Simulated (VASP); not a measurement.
BeS, 2 atoms in the cell. It takes space group Pm-3m (No. 221, cubic). Conventional cell: a = 2.941 Å, b = 2.941 Å, c = 2.941 Å, α = 90.00°, β = 90.00°, γ = 90.00°. Be (site symmetry m-3m) has 8 S at 2.55 Å and 6 Be at 2.94 Å within 3.4 Å. Within 3.4 Å of S (site symmetry m-3m) lie 8 Be at 2.55 Å and 6 S at 2.94 Å. 

```yaml
Program: VASP 6.6.1
Task: single point
Functional: PBE-based screened hybrid
Potentials_or_basis: VASP PAW PBE potentials, release 64 (Be, S)
Cutoff: 520 eV
k_mesh: 4 × 4 × 4
Occupations: fermi-dirac, width 0.02 eV
Spin: no spin polarisation
Dipole_correction: no
Grid_for_exact_exchange_PRECFOCK: Normal
Share_of_exact_exchange: 0.4
Further_INCAR_settings: ALGO = Normal; EDIFF = 1e-06; NBANDS = 11
Screening_parameter: 0.3 1/Å
```

Potentials or basis: VASP PAW PBE potentials, release 64 (Be, S).

Run with:

```bash
$ cat potpaw_PBE.64/Be/POTCAR potpaw_PBE.64/S/POTCAR > POTCAR
$ cp INCAR.step1 INCAR
$ mpirun -np 1 vasp_std > vasp.out
$ cp INCAR.step2 INCAR
$ mpirun -np 1 vasp_std > vasp.out
```

Hardware: 1 thread of Intel Xeon 8259CL (shared host).

Question: How long does it take, and how much memory?

Answer: It took 2.9 min on 1 thread of Intel Xeon 8259CL (shared host), peak memory 0.23 GiB. Counts: k points 10.
